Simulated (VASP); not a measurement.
# AgCl in VASP: settings compared

The runs below take AgCl through single point, with PBE, r2SCAN.

All numbers are computed with VASP 6.6.1; they aren't measurements. Logs are shortened: lines on timing, memory, paths and dates and some standing lists are left out, and cuts for length are marked.

## Step 1: The cell of the first run

The structure is cubic, space group F-43m (No. 216). Conventional cell: a = 5.987 Å, b = 5.987 Å, c = 5.987 Å, α = 90.00°, β = 90.00°, γ = 90.00°. Within 3.4 Å of Ag (site symmetry -43m) lie 4 Cl at 2.59 Å. Cl (site symmetry -43m) has 4 Ag at 2.59 Å within 3.4 Å.

## Step 2: Single point, PBE

The input, INCAR:

```
  ALGO = Normal
  EDIFF = 1E-6
  ENCUT = 520
  GGA = PE
  ISIF = 2
  ISMEAR = -1
  LASPH = T
  LCHARG = T
  LELF = T
  LREAL = F
  LVHAR = T
  LWAVE = F
  NBANDS = 16
  NELM = 80
  PREC = Accurate
  SIGMA = 0.02
```

The input, KPOINTS:

```
k-points
0
Gamma
  8 8 8
```

The input, POSCAR:

```
AgCl
1.0
    0.0000000000      2.9932651224      2.9932651224
    2.9932651224      0.0000000000      2.9932651224
    2.9932651224      2.9932651224      0.0000000000
Ag Cl
1 1
Direct
    0.0000000000      0.0000000000      0.0000000000
    0.2500000000      0.2500000000      0.2500000000
```

Potentials or basis: VASP PAW PBE potentials, release 64 (Ag, Cl).

Command:

```console
cat potpaw_PBE.64/Ag/POTCAR potpaw_PBE.64/Cl/POTCAR > POTCAR
mpirun -np 1 vasp_std > vasp.out
```

OUTCAR:

```text
EDIFF = 1E-6
   ENCUT = 520
   GGA = PE
   ISIF = 2
   ISMEAR = -1
   LASPH = T
   LREAL = F
   NELM = 80
   PREC = Accurate

 ion  position               nearest neighbor table
   1  0.000  0.000  0.000-   2 2.59   2 2.59   2 2.59   2 2.59
   2  0.250  0.250  0.250-   1 2.59   1 2.59   1 2.59   1 2.59

  LATTYP: Found a face centered cubic cell.
 ALAT       =     5.9865302448

  Lattice vectors:

 A1 = (   0.0000000000,   2.9932651224,   2.9932651224)
 A2 = (   2.9932651224,   0.0000000000,   2.9932651224)
 A3 = (   2.9932651224,   2.9932651224,   0.0000000000)

Analysis of symmetry for initial positions (statically):
=====================================================================
 Subroutine PRICEL returns:
 Original cell was already a primitive cell.

 Routine SETGRP: Setting up the symmetry group for a
 face centered cubic supercell.

 Subroutine GETGRP returns: Found 24 space group operations
 (whereof 24 operations were pure point group operations)
 out of a pool of 48 trial point group operations.

The static configuration has the point symmetry T_d .

Analysis of symmetry for dynamics (positions and initial velocities):
=====================================================================
 Subroutine PRICEL returns:
 Original cell was already a primitive cell.

 Routine SETGRP: Setting up the symmetry group for a
 face centered cubic supercell.

 Subroutine GETGRP returns: Found 24 space group operations
 (whereof 24 operations were pure point group operations)
 out of a pool of 48 trial point group operations.

The dynamic configuration has the point symmetry T_d .

 Subroutine INISYM returns: Found 24 space group operations
 (whereof 24 operations are pure point group operations),
 and found     1 'primitive' translations

----------------------------------------------------------------------------------------

                                     Primitive cell

  volume of cell :      53.6371

  direct lattice vectors                    reciprocal lattice vectors
     0.000000000  2.993265122  2.993265122    -0.167041668  0.167041668  0.167041668
     2.993265122  0.000000000  2.993265122     0.167041668 -0.167041668  0.167041668
     2.993265122  2.993265122  0.000000000     0.167041668  0.167041668 -0.167041668

  length of vectors
     4.233116132  4.233116132  4.233116132     0.289324657  0.289324657  0.289324657

  position of ions in fractional coordinates (direct lattice)
     0.000000000  0.000000000  0.000000000
     0.250000000  0.250000000  0.250000000

  ion indices of the primitive-cell ions
   primitive index   ion index
                 1           1
                 2           2

----------------------------------------------------------------------------------------

 KPOINTS: k-points

Automatic generation of k-mesh.
 Grid dimensions read from file:
 generate k-points for:    8    8    8

 Generating k-lattice:

  Cartesian coordinates                     Fractional coordinates (reciprocal lattice)
    -0.020880209  0.020880209  0.020880209     0.125000000  0.000000000  0.000000000
     0.020880209 -0.020880209  0.020880209     0.000000000  0.125000000  0.000000000
     0.020880209  0.020880209 -0.020880209     0.000000000  0.000000000  0.125000000

  Length of vectors
     0.036165582  0.036165582  0.036165582

  Shift w.r.t. Gamma in fractional coordinates (k-lattice)
     0.000000000  0.000000000  0.000000000

 Subroutine IBZKPT returns following result:
 ===========================================

 Found     29 irreducible k-points:

 Following reciprocal coordinates:
            Coordinates               Weight
  0.000000  0.000000  0.000000      1.000000
  0.125000  0.000000  0.000000      8.000000
  0.250000  0.000000  0.000000      8.000000
  0.375000  0.000000  0.000000      8.000000
  0.500000  0.000000  0.000000      4.000000
  0.125000  0.125000  0.000000      6.000000
[... 16 lines left out ...]
  0.500000  0.250000  0.125000     48.000000
 -0.375000  0.250000  0.125000     24.000000
 [... further k-points ...]
   k-points           NKPTS =     29   k-points in BZ     NKDIM =     29   number of bands    NBANDS=     16
   number of dos      NEDOS =    301   number of ions     NIONS =      2
   total plane-waves  NPLWV =  32768
   dimension x,y,z NGX =    32 NGY =   32 NGZ =   32
   dimension x,y,z NGXF=    64 NGYF=   64 NGZF=   64
   ions per type =               1   1
   NGX,Y,Z   is equivalent  to a cutoff of  12.57, 12.57, 12.57 a.u.
   NGXF,Y,Z  is equivalent  to a cutoff of  25.13, 25.13, 25.13 a.u.
 SYSTEM =  unknown system
   PREC   = accura    normal or accurate (medium, high low for compatibility)
   ISTART =      0    job   : 0-new  1-cont  2-samecut
   ICHARG =      2    charge: 1-file 2-atom 10-const
   ISPIN  =      1    spin polarized calculation?
   LNONCOLLINEAR =      F non collinear calculations
   LSORBIT =      F    spin-orbit coupling
   LASPH  =      T    aspherical Exc in radial PAW
   ENCUT  =  520.0 eV  38.22 Ry    6.18 a.u.   7.87  7.87  7.87*2*pi/ulx,y,z
   NELM   =     80;   NELMIN=  2; NELMDL= -5     # of ELM steps
   EDIFF  = 0.1E-05   stopping-criterion for ELM
   LREAL  =      F    real-space projection
[... 7 lines left out ...]
   TEBEG  =    0.0;   TEEND  =   0.0 temperature during run
   PSTRESS=    0.0 pullay stress
   NELECT =      18.0000    total number of electrons
   NUPDOWN=      -1.0000    fix difference up-down
   EMIN   =  10.00;   EMAX   =-10.00  energy-range for DOS
   EFERMI =   0.00;   METHOD = LEGACY
   ISMEAR =    -1;   SIGMA  =   0.02  broadening in eV -4-tet -1-fermi 0-gaus
   EFERMI_NEDOS =   21; number of points for ismear=-14 and -15
   IALGO  =     38    algorithm
   IMIX   =      4    mixing-type and parameters
     AMIX     =   0.40;   BMIX     =  1.00
     AMIX_MAG =   1.60;   BMIX_MAG =  1.00
  volume/ion in A,a.u.               =      26.82       180.98
  Fermi-wavevector in a.u.,A,eV,Ry     =   1.137655  2.149856 17.609453  1.294258
  Thomas-Fermi vector in A             =   2.274360
   LORBIT       =      0    0 simple, 1 ext, 2 COOP (PROOUT), +10 PAW based schemes
   GGA     = PE    functional components
   LHFCALC =     F    Hartree Fock is set to
   AEXX    =    0.0000 exact exchange contribution
   IVDW    =     0    specifies the selected vdW correction
   LEPSILON=     F    determine dielectric tensor
   LRPA    =     F    only Hartree local field effects (RPA)
 non-spin polarized calculation
  energy-cutoff  :      520.00
  volume of cell :       53.64
 maximum number of plane-waves:      1459
   NGX = 15   NGY = 15   NGZ = 15

 number of electron      17.9999995 magnetization

 Free energy of the ion-electron system (eV)
  ---------------------------------------------------
  ext. energy  EPLUGINS =         0.00000000
  ---------------------------------------------------
  free energy    TOTEN  =        -5.44670281 eV

  energy without entropy =       -5.44670281  energy(sigma->0) =       -5.44670281

 E-fermi :   2.2314     XC(G=0):  -8.5424

 val. band max:        1.7618269477   @ k =   0.0000   0.0000   0.0000
 cond. band min:       3.0128067848   @ k =   0.0000   0.0000   0.0000
 fundamental gap:      1.2509798372
 Fermi energy:         2.2314145507

 k-point     1 :       0.0000    0.0000    0.0000
  band No.  band energies     occupation
      1     -13.1034      2.00000
      2      -2.3375      2.00000
      3      -2.3375      2.00000
      4      -2.3375      2.00000
      5      -0.3684      2.00000
      6      -0.3684      2.00000
[... 8 lines left out ...]
     15      14.3958      0.00000
     16      14.6243      0.00000

 k-point     2 :       0.1250    0.0000    0.0000
  band No.  band energies     occupation
      1     -13.0774      2.00000
      2      -2.3793      2.00000
      3      -2.3075      2.00000
      4      -2.3075      2.00000
      5      -0.3728      2.00000
      6      -0.3728      2.00000
[... 8 lines left out ...]
     15      13.8568      0.00000
     16      14.9382      0.00000

 k-point     3 :       0.2500    0.0000    0.0000
  band No.  band energies     occupation
      1     -13.0141      2.00000
      2      -2.4405      2.00000
      3      -2.2370      2.00000
      4      -2.2370      2.00000
      5      -0.3673      2.00000
      6      -0.3673      2.00000
[... 8 lines left out ...]
     15      13.5878      0.00000
     16      14.1845      0.00000

 k-point     4 :       0.3750    0.0000    0.0000
  band No.  band energies     occupation
      1     -12.9499      2.00000
      2      -2.4360      2.00000
      3      -2.1704      2.00000
      4      -2.1704      2.00000
      5      -0.3306      2.00000
      6      -0.3306      2.00000
[... 8 lines left out ...]
     15      14.2482      0.00000
     16      14.2482      0.00000

 k-point     5 :       0.5000    0.0000    0.0000
  band No.  band energies     occupation
      1     -12.9231      2.00000
      2      -2.4080      2.00000
      3      -2.1445      2.00000
      4      -2.1445      2.00000
      5      -0.3024      2.00000
      6      -0.3024      2.00000
[... 8 lines left out ...]
     15      15.1437      0.00000
     16      15.1437      0.00000

 k-point     6 :       0.1250    0.1250    0.0000
  band No.  band energies     occupation
      1     -13.0688      2.00000
      2      -2.4180      2.00000
      3      -2.2830      2.00000
      4      -2.2830      2.00000
      5      -0.4048      2.00000
      6      -0.3465      2.00000
[... 8 lines left out ...]
     15      14.4289      0.00000
     16      15.7840      0.00000

 k-point     7 :       0.2500    0.1250    0.0000
  band No.  band energies     occupation
      1     -13.0181      2.00000
      2      -2.4771      2.00000
      3      -2.2235      2.00000
      4      -2.2109      2.00000
      5      -0.4253      2.00000
      6      -0.3264      2.00000
[... 8 lines left out ...]
     15      14.2673      0.00000
     16      15.5084      0.00000

 k-point     8 :       0.3750    0.1250    0.0000
  band No.  band energies     occupation
      1     -12.9542      2.00000
      2      -2.4615      2.00000
      3      -2.1709      2.00000
      4      -2.1364      2.00000
      5      -0.3950      2.00000
      6      -0.2999      2.00000
[... 8 lines left out ...]
     15      14.6205      0.00000
     16      14.9718      0.00000

 k-point     9 :       0.5000    0.1250    0.0000
  band No.  band energies     occupation
      1     -12.9149      2.00000
      2      -2.3800      2.00000
      3      -2.1568      2.00000
      4      -2.1041      2.00000
      5      -0.3433      2.00000
      6      -0.2974      2.00000
[... 8 lines left out ...]
     15      14.9745      0.00000
     16      15.1705      0.00000
[... 172 lines left out ...]
 k-point    19 :       0.5000    0.3750    0.0000
  band No.  band energies     occupation
      1     -12.8742      2.00000
      2      -2.6180      2.00000
      3      -1.8770      2.00000
      4      -1.8769      2.00000
      5      -0.3488      2.00000
      6      -0.2438      2.00000
[... 8 lines left out ...]
     15      15.0513      0.00000
     16      15.8661      0.00000

 k-point    20 :      -0.3750    0.3750    0.0000
  band No.  band energies     occupation
      1     -12.8703      2.00000
      2      -2.4711      2.00000
      3      -1.9397      2.00000
      4      -1.9244      2.00000
      5      -0.4294      2.00000
      6      -0.2993      2.00000
[... 8 lines left out ...]
     15      14.8119      0.00000
     16      16.2264      0.00000

 k-point    21 :       0.5000    0.5000    0.0000
  band No.  band energies     occupation
      1     -12.8655      2.00000
      2      -2.6823      2.00000
      3      -1.8209      2.00000
      4      -1.8209      2.00000
      5      -0.3160      2.00000
      6      -0.2168      2.00000
[... 8 lines left out ...]
     15      14.6735      0.00000
     16      15.8238      0.00000

 k-point    22 :       0.3750    0.2500    0.1250
  band No.  band energies     occupation
      1     -12.9671      2.00000
      2      -2.4976      2.00000
      3      -2.1590      2.00000
      4      -2.1344      2.00000
      5      -0.4352      2.00000
      6      -0.2964      2.00000
[... 8 lines left out ...]
     15      14.5860      0.00000
     16      16.4366      0.00000

 k-point    23 :       0.5000    0.2500    0.1250
  band No.  band energies     occupation
      1     -12.9157      2.00000
      2      -2.4106      2.00000
      3      -2.1568      2.00000
      4      -2.0461      2.00000
      5      -0.3891      2.00000
      6      -0.3051      2.00000
[... 8 lines left out ...]
     15      15.0970      0.00000
     16      15.4039      0.00000

 k-point    24 :      -0.3750    0.2500    0.1250
  band No.  band energies     occupation
      1     -12.8944      2.00000
      2      -2.3099      2.00000
      3      -2.1964      2.00000
      4      -2.0059      2.00000
      5      -0.4079      2.00000
      6      -0.3060      2.00000
[... 8 lines left out ...]
     15      14.6691      0.00000
     16      15.5109      0.00000

 [... further k-points ...]

------------------------ aborting loop because EDIFF is reached ----------------------------------------

  FORCE on cell =-STRESS in cart. coord.  units (eV):
  Direction    XX          YY          ZZ          XY          YZ          ZX
  --------------------------------------------------------------------------------------
  -------------------------------------------------------------------------------------
  Total        0.3616192      0.3616192      0.3616192      0.0000000      0.0000000      0.0000000
  in kB       10.8018088     10.8018088     10.8018088      0.0000000      0.0000000      0.0000000
  external PRESSURE =      10.8018088 kB  Pullay stress =       0.0000000 kB

 VOLUME and BASIS-vectors are now :
 -----------------------------------------------------------------------------
  energy-cutoff  :      520.00
  volume of cell :       53.64
      direct lattice vectors                 reciprocal lattice vectors
     0.000000000  2.993265122  2.993265122    -0.167041668  0.167041668  0.167041668
     2.993265122  0.000000000  2.993265122     0.167041668 -0.167041668  0.167041668
     2.993265122  2.993265122  0.000000000     0.167041668  0.167041668 -0.167041668

 POSITION                                       TOTAL-FORCE (eV/Angst)
 -----------------------------------------------------------------------------------
      0.00000      0.00000      0.00000        -0.000000     -0.000000     -0.000000
      1.49663      1.49663      1.49663         0.000000      0.000000      0.000000
 -----------------------------------------------------------------------------------
    total drift:                               -0.000000     -0.000000      0.000000

  FREE ENERGIE OF THE ION-ELECTRON SYSTEM (eV)
  ---------------------------------------------------
  free  energy   TOTEN  =        -5.4467028141 eV

  energy  without entropy=       -5.4467028141  energy(sigma->0) =       -5.44670281
```

Wall time 9 s (1 thread of AMD EPYC 9R45 (Zen 5), shared host); peak memory 0.15 GiB.

What came out:

```yaml
Free_energy: -5.4467 eV
Pressure: 1.1 GPa
Band_gap_on_the_k_mesh: 1.25 eV
```

(Continued in part 2 of 2.)
